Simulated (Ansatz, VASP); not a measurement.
# One calculation of BiP, two programs

```
Bi P
1.0
     3.55958    0.00000    0.00000
     0.00000    3.55958    0.00000
     0.00000    0.00000    3.55958
Bi P
1 1
Direct
  0.00000 0.00000 0.00000
  0.50000 0.50000 0.50000
```

Alike in both runs: task single point; functional PBE; k mesh 6 × 6 × 6; occupations gaussian, width 0.05 eV; no spin polarisation.

|  | VASP | Ansatz |
| --- | --- | --- |
| version | VASP 6.6.1 | Ansatz 0.2.0 |
| potentials or method | VASP PAW PBE potentials, release 64 (Bi_d, P), cutoff 520 eV | scalar-relativistic, plane waves, PAW |
| valence electrons in the cell | 20 | 20 |

```tsv
	VASP	Ansatz	Ansatz less VASP
gap on the k mesh at the Fermi level (eV)	none	none	-
pressure (GPa)	2.1	2.1	+0.05
```

A gap of «none» marks a metal or a gap that the smearing closes.

Spin-orbit coupling is off throughout.
